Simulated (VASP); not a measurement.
Here is a VASP 6.6.1 calculation.

The input INCAR:

```
  ALGO = Normal
  EDIFF = 1E-6
  ENCUT = 520
  GGA = PE
  ISIF = 2
  ISMEAR = -1
  LASPH = T
  LCHARG = T
  LELF = T
  LREAL = F
  LVHAR = T
  LWAVE = F
  NBANDS = 11
  NELM = 80
  PREC = Accurate
  SIGMA = 0.05
```

Contents of KPOINTS:

```
k-points
0
Gamma
  9 9 9
```

Contents of POSCAR:

```
Ca
1.0
   -2.2484551958      2.2484551958      2.2391868198
    2.2484551958     -2.2484551958      2.2391868198
    2.2484551958      2.2484551958     -2.2391868198
Ca
1
Direct
    0.5000000000      0.5000000000      0.0000000000
```

Potentials or basis: VASP PAW PBE potentials, release 64 (Ca_sv).

Run with:

```console
$ cat potpaw_PBE.64/Ca_sv/POTCAR > POTCAR
$ mpirun -np 1 vasp_std > vasp.out
```

**Question.** Estimate the pressure.

**Answer.** -1.0 GPa.

**Question.** Estimate the band gap on the k mesh.

**Answer.** Zero (bands 5 and 6 overlap by 0.23 eV).
